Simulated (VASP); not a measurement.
Write the native input for VASP 6.6.1 that does the following.

| Property | Result |
| --- | --- |
| Task | relaxation of cell and atoms |
| Functional | PBE |
| Potentials or basis | VASP PAW PBE potentials, release 64 (Hf_pv, O) |
| Cutoff | 600 eV |
| k mesh | 6 × 6 × 8 |
| Occupations | gaussian, width 0.02 eV |
| Spin | no spin polarisation |
| Target pressure | -1 GPa |
| Dipole correction | no |
| Further INCAR settings | ALGO = Normal; EDIFF = 1e-07; IBRION = 2; EDIFFG = -0.008; NSW = 70; ISIF = 3 |

The structure of HfO2 lies in POSCAR:

```
HfO2
1.0
    4.8965230237      0.0000000000      0.0000000000
    0.0000000000      4.8965230237      0.0000000000
    0.0000000000      0.0000000000      3.2483976915
Hf O
2 4
Direct
    0.0000000000      0.0000000000      0.0000000000
    0.5000000000      0.5000000000      0.5000000000
    0.1948153545      0.8051846455      0.5000000000
    0.3051846455      0.3051846455      0.0000000000
    0.6948153545      0.6948153545      0.0000000000
    0.8051846455      0.1948153545      0.5000000000
```

One way to write it, as run:

INCAR

```
SYSTEM = HfO2
PREC     = Accurate       ! precision mode
ENCUT    = 600            ! plane-wave cutoff, eV
EDIFF    = 1E-7           ! SCF threshold, eV
ISMEAR   = 0              ! smearing method
SIGMA    = 0.02           ! smearing width, eV
LREAL    = .FALSE.        ! projectors in reciprocal space
LASPH    = .TRUE.         ! aspherical terms in the spheres
NELM     = 60             ! most SCF steps
ALGO     = Normal         ! electronic algorithm
ISIF     = 3              ! what is computed and relaxed
LWAVE    = .FALSE.        ! write WAVECAR
LCHARG   = .FALSE.        ! write CHGCAR
GGA      = PE             ! functional
IBRION   = 2              ! ionic algorithm
NSW      = 70             ! ionic steps
EDIFFG   = -0.008         ! ionic threshold
PSTRESS  = -10.0
```

KPOINTS

```
Automatic mesh
0
G
  6 6 8
  0 0 0
```

Potentials or basis: VASP PAW PBE potentials, release 64 (Hf_pv, O).

Command:

```sh
$ cat potpaw_PBE.64/Hf_pv/POTCAR potpaw_PBE.64/O/POTCAR > POTCAR
$ mpirun -np 1 vasp_std > vasp.out
```

It gave:

The relaxed volume is 12.73 Å³/atom, the relaxed cell is a = 4.866 Å, b = 4.866 Å, c = 3.226 Å, α = 90.00°, β = 90.00°, γ = 90.00° and the space group after relaxing (to 0.05 Å) is P4_2/mnm (No. 136). The energy change on relaxing (the enthalpy is what falls) is -4.7 meV/atom and the ionic steps are 5. The pressure after relaxing is -0.9 GPa and the band gap on the k mesh is 3.89 eV, direct.

Caveat: the cell is relaxed towards a set pressure, so the enthalpy falls and the energy may rise; spin-orbit coupling is left out, which moves the levels of the heavy elements.

It took 3.9 min on 1 thread of Intel(R) Xeon(R) Platinum 8559C (Emerald Rapids), on a shared host, peak memory 0.27 GiB.
